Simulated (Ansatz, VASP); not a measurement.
KF in VASP and in Ansatz

The input INCAR:

```
SYSTEM = KF
PREC = Accurate ; ENCUT = 520
EDIFF = 1E-6 ; ISMEAR = 0
SIGMA = 0.05 ; LREAL = .False.
LASPH = .True. ; NELM = 100
ALGO = Normal ; ISIF = 2
LWAVE = .False. ; LCHARG = .False.
GGA = CA ; NBANDS = 15
```

File KPOINTS:

```
Automatic mesh
0
Gamma
  8 8 8
  0 0 0
```

Contents of POSCAR:

```
KF
1.0
    0.0000000000      2.5817196783      2.3880907024
    2.4913594896      0.0000000000      2.3880907024
    2.4913594896      2.5817196783      0.0000000000
K F
1 1
Direct
    0.0000000000      0.0000000000      0.0000000000
    0.5000000000      0.5000000000      0.5000000000
```

Input for Ansatz:

```yaml
crystal:
  lattice:
    - [0.0, 2.5817196783, 2.3880907024]
    - [2.4913594896, 0.0, 2.3880907024]
    - [2.4913594896, 2.5817196783, 0.0]
  atoms:
    - { symbol: K, position: [0.0, 0.0, 0.0] }
    - { symbol: F, position: [0.5, 0.5, 0.5] }
basis:
  ecutwfc: 520.0
kpoints:
  mp_grid: { grid: [8, 8, 8] }
hamiltonian:
  xc: lda
scf:
  occupations: { method: gaussian, width: 0.05 }
output:
  forces: true
  stress: true
  eigenvalues: true
```

Change from the starting cell: normal strain along x -0.0350, normal strain along z -0.0750.

Alike in both runs: task single point; functional LDA; k mesh 8 × 8 × 8; occupations gaussian, width 0.05 eV; no spin polarisation.

|  | VASP | Ansatz |
| --- | --- | --- |
| version | VASP 6.6.1 | Ansatz 0.2.0 |
| potentials or method | VASP PAW LDA potentials, release 64 (K_sv, F), cutoff 520 eV | scalar-relativistic, plane waves, PAW |
| valence electrons in the cell | 16 | 16 |

|  | VASP | Ansatz | Ansatz less VASP |
| --- | --- | --- | --- |
| gap on the k mesh at the Fermi level (eV) | 6.75 | 6.77 | +0.023 |
| least direct gap on the mesh (eV) | 6.81 | 6.84 | +0.025 |
| pressure (GPa) | 7.9 | 7.4 | -0.53 |
| traceless stress, the component that is largest in VASP (GPa) | 6.45 | 6.15 | -0.304 |

LDA's correlation is that of Perdew and Zunger in VASP and of Perdew and Wang (1992) in Ansatz.
